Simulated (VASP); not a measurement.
# TiAl (P4/mmm) in VASP: further runs, part 2 of 2

VASP 6.6.1. The steps go on from the part before.

## Step 4: Single point, PBEsol (normal strain along x -0.0367, normal strain along y +0.0000)

Input file INCAR:

```
ALGO = Normal ; EDIFF = 1E-6
ENCUT = 520 ; GGA = PS
ISIF = 2 ; ISMEAR = 0
LASPH = T ; LCHARG = F
LREAL = F ; LWAVE = F
NBANDS = 14 ; NELM = 60
PREC = Accurate ; SIGMA = 0.15
```

Input file KPOINTS:

```
k-points
0
Gamma
  14 14 14
```

Input file POSCAR:

```
TiAl
1.0
    3.0402471496      0.0000000000      0.0000000000
    0.0000000000      3.1560751060      0.0000000000
    0.0000000000      0.0000000000      3.1560751060
Ti Al
1 1
Direct
    0.0000000000      0.0000000000      0.0000000000
    0.5000000000      0.5000000000      0.5000000000
```

Potentials or basis: VASP PAW PBE potentials, release 64 (Ti_sv, Al).

On the command line:

```console
$ cat potpaw_PBE.64/Ti_sv/POTCAR potpaw_PBE.64/Al/POTCAR > POTCAR
$ mpirun -np 1 vasp_std > vasp.out
```

OUTCAR:

```text
EDIFF = 1E-6
   ENCUT = 520
   GGA = PS
   ISIF = 2
   ISMEAR = 0
   LASPH = T
   LREAL = F
   NELM = 60
   PREC = Accurate

 ion  position               nearest neighbor table
   1  0.000  0.000  0.000-   2 2.70   2 2.70   2 2.70   2 2.70   2 2.70   2 2.70   2 2.70   2 2.70

   2  0.500  0.500  0.500-   1 2.70   1 2.70   1 2.70   1 2.70   1 2.70   1 2.70   1 2.70   1 2.70

  LATTYP: Found a simple tetragonal cell.
 ALAT       =     3.1560751060
 C/A-ratio  =     0.9633000000

  Lattice vectors:

 A1 = (   0.0000000000,   3.1560751060,   0.0000000000)
 A2 = (   0.0000000000,   0.0000000000,   3.1560751060)
 A3 = (   3.0402471496,   0.0000000000,   0.0000000000)

Analysis of symmetry for initial positions (statically):
=====================================================================
 Subroutine PRICEL returns:
 Original cell was already a primitive cell.

 Routine SETGRP: Setting up the symmetry group for a
 simple tetragonal supercell.

 Subroutine GETGRP returns: Found 16 space group operations
 (whereof 16 operations were pure point group operations)
 out of a pool of 16 trial point group operations.

The static configuration has the point symmetry D_4h.

Analysis of symmetry for dynamics (positions and initial velocities):
=====================================================================
 Subroutine PRICEL returns:
 Original cell was already a primitive cell.

 Routine SETGRP: Setting up the symmetry group for a
 simple tetragonal supercell.

 Subroutine GETGRP returns: Found 16 space group operations
 (whereof 16 operations were pure point group operations)
 out of a pool of 16 trial point group operations.

The dynamic configuration has the point symmetry D_4h.

 Subroutine INISYM returns: Found 16 space group operations
 (whereof 16 operations are pure point group operations),
 and found     1 'primitive' translations

[... 120 lines left out ...]
   LHFCALC =     F    Hartree Fock is set to
   AEXX    =    0.0000 exact exchange contribution
   IVDW    =     0    specifies the selected vdW correction
   LEPSILON=     F    determine dielectric tensor
   LRPA    =     F    only Hartree local field effects (RPA)
 non-spin polarized calculation
 Gauss-broadening in eV      SIGMA  =   0.15
  energy-cutoff  :      520.00
  volume of cell :       30.28
 maximum number of plane-waves:       836
 NGX is ok and might be reduce to    24
   NGX = 11   NGY = 11   NGZ = 11

 number of electron      14.9999993 magnetization

 Free energy of the ion-electron system (eV)
  ---------------------------------------------------
  ext. energy  EPLUGINS =         0.00000000
  ---------------------------------------------------
  free energy    TOTEN  =       -12.96757025 eV

  energy without entropy =      -12.94210623  energy(sigma->0) =      -12.95483824

 E-fermi :   9.3045     XC(G=0): -11.4484

 val. band max:        9.3039744109   @ k =   0.4286   0.0714   0.0000
 cond. band min:       9.3045650393   @ k =   0.3571   0.2857   0.1429
 fundamental gap:      0.0005906284
 Fermi energy:         9.3045193872

 k-point     1 :       0.0000    0.0000    0.0000
  band No.  band energies     occupation
      1     -47.2231      2.00000
      2     -23.5396      2.00000
      3     -23.5396      2.00000
      4     -23.4773      2.00000
      5      -0.2070      2.00000
      6       7.6828      2.00000
      7       7.7813      2.00000
      8      11.1068      0.00000
      9      11.3202      0.00000
     10      11.3202      0.00000
     11      13.6756      0.00000
     12      13.6756      0.00000
     13      14.7562      0.00000
     14      18.4373      0.00000
[... 377 lines left out ...]
      1     -47.1935      2.00000
      2     -23.7397      2.00000
      3     -23.5488      2.00000
      4     -23.5112      2.00000
      5       3.5974      2.00000
      6       4.3579      2.00000
      7       8.8762      1.99995
      8       8.9242      1.99966
      9       9.4246      0.25751
     10      11.0566      0.00000
     11      12.8166      0.00000
     12      15.8965      0.00000
     13      17.1881      0.00000
     14      18.7320      0.00000

 [... further k-points ...]

------------------------ aborting loop because EDIFF is reached ----------------------------------------

  FORCE on cell =-STRESS in cart. coord.  units (eV):
  Direction    XX          YY          ZZ          XY          YZ          ZX
  --------------------------------------------------------------------------------------
  -------------------------------------------------------------------------------------
  Total        0.7672629      0.9838079      0.9838079      0.0000000      0.0000000      0.0000000
  in kB       40.5930098     52.0495917     52.0495917      0.0000000      0.0000000      0.0000000
  external PRESSURE =      48.2307311 kB  Pullay stress =       0.0000000 kB

 VOLUME and BASIS-vectors are now :
 -----------------------------------------------------------------------------
  energy-cutoff  :      520.00
  volume of cell :       30.28
      direct lattice vectors                 reciprocal lattice vectors
     3.040247150  0.000000000  0.000000000     0.328920627  0.000000000  0.000000000
     0.000000000  3.156075106  0.000000000     0.000000000  0.316849240  0.000000000
     0.000000000  0.000000000  3.156075106     0.000000000  0.000000000  0.316849240

 POSITION                                       TOTAL-FORCE (eV/Angst)
 -----------------------------------------------------------------------------------
      0.00000      0.00000      0.00000         0.000000      0.000000      0.000000
      1.52012      1.57804      1.57804         0.000000      0.000000      0.000000
 -----------------------------------------------------------------------------------
    total drift:                                0.000000      0.000000      0.000000

  FREE ENERGIE OF THE ION-ELECTRON SYSTEM (eV)
  ---------------------------------------------------
  free  energy   TOTEN  =       -12.9675702544 eV

  energy  without entropy=      -12.9421062275  energy(sigma->0) =      -12.95483824
```

OSZICAR:

```text
N       E                     dE             d eps       ncg     rms          rms(c)
DAV:   1     0.100746691262E+03    0.10075E+03   -0.71545E+03  8064   0.110E+03
DAV:   2    -0.901588209265E+01   -0.10976E+03   -0.10543E+03  8316   0.302E+02
DAV:   3    -0.144689039468E+02   -0.54530E+01   -0.53132E+01 12216   0.652E+01
DAV:   4    -0.146273277030E+02   -0.15842E+00   -0.15767E+00  9140   0.981E+00
DAV:   5    -0.146323221640E+02   -0.49945E-02   -0.49928E-02 11480   0.166E+00    0.108E+01
DAV:   6    -0.130200613627E+02    0.16123E+01   -0.48370E+00  9172   0.308E+01    0.278E+00
DAV:   7    -0.129771881335E+02    0.42873E-01   -0.32922E-01  9064   0.754E+00    0.189E+00
DAV:   8    -0.129689048739E+02    0.82833E-02   -0.49305E-02 11190   0.210E+00    0.513E-01
DAV:   9    -0.129674620232E+02    0.14429E-02   -0.79407E-03  9468   0.121E+00    0.186E-01
DAV:  10    -0.129675641112E+02   -0.10209E-03   -0.43277E-04  9038   0.257E-01    0.456E-02
DAV:  11    -0.129675704286E+02   -0.63174E-05   -0.11769E-04 11542   0.102E-01    0.194E-02
DAV:  12    -0.129675702544E+02    0.17423E-06   -0.57299E-06  8892   0.305E-02
   1 F= -.12967570E+02 E0= -.12954838E+02  d E =-.254640E-01
```

It took 80 s on 1 thread of Intel Xeon 8259CL, shared host; peak memory 0.24 GiB.

Results:

```
Free energy            : -12.9676 eV
Pressure               : 4.8 GPa
Band gap on the k mesh : zero (an odd number of electrons rules out a gap without spin polarisation)
```

Levels at points of the mesh, in eV from the Fermi level:
| k point | band 3 | band 4 | band 5 | band 6 | band 7 | band 8 | band 9 | band 10 | band 11 | band 12 |
| --- | --- | --- | --- | --- | --- | --- | --- | --- | --- | --- |
| (0.00, 0.00, 0.00) | -32.84 | -32.78 | -9.51 | -1.62 | -1.52 | 1.80 | 2.02 | 2.02 | 4.37 | 4.37 |
| (0.50, 0.00, 0.00) | -32.82 | -32.82 | -5.82 | -5.29 | -0.53 | 0.02 | 0.02 | 2.08 | 3.58 | 6.58 |
| (0.00, 0.50, 0.00) | -32.83 | -32.77 | -6.20 | -5.38 | -0.64 | 0.00 | 0.46 | 2.22 | 3.13 | 6.59 |
| (0.50, 0.50, 0.00) | -33.00 | -32.80 | -5.08 | -2.13 | -1.90 | -1.51 | 0.59 | 0.68 | 3.03 | 5.25 |
| (0.00, 0.50, 0.50) | -33.01 | -32.75 | -5.32 | -2.22 | -2.22 | -1.60 | 0.95 | 0.95 | 2.88 | 4.83 |
| (0.50, 0.50, 0.50) | -32.98 | -32.98 | -3.27 | -3.27 | -3.27 | 1.03 | 2.97 | 3.04 | 3.04 | 3.16 |

Caveat: the cell differs from its parent crystal (normal strain along x -0.0367, normal strain along y +0.0000); the cell stands under pressure; the PAW data sets were made with another functional, which shifts forces and pressure a little.

## Step 5: Summary

```tsv
cell	gap on the mesh (eV)	pressure (GPa)
a = 3.040, b = 3.040, c = 3.156 Å, 2 atoms	none	10.4
a = 2.925, b = 3.156, c = 3.156 Å, 2 atoms	none	10.8
a = 3.040, b = 3.156, c = 3.156 Å, 2 atoms	none	4.8
```

Alike in all rows: task single point; level PBEsol; potentials or basis VASP PAW PBE potentials, release 64 (Ti_sv, Al); no spin polarisation; k mesh 14 × 14 × 14; cutoff (eV) 520; smearing gaussian 0.15 eV.

Caveats: the cell stands under pressure; the PAW data sets were made with another functional, which shifts forces and pressure a little.

Total energies depend on the potentials used, so only differences within one code and one set of settings carry meaning.
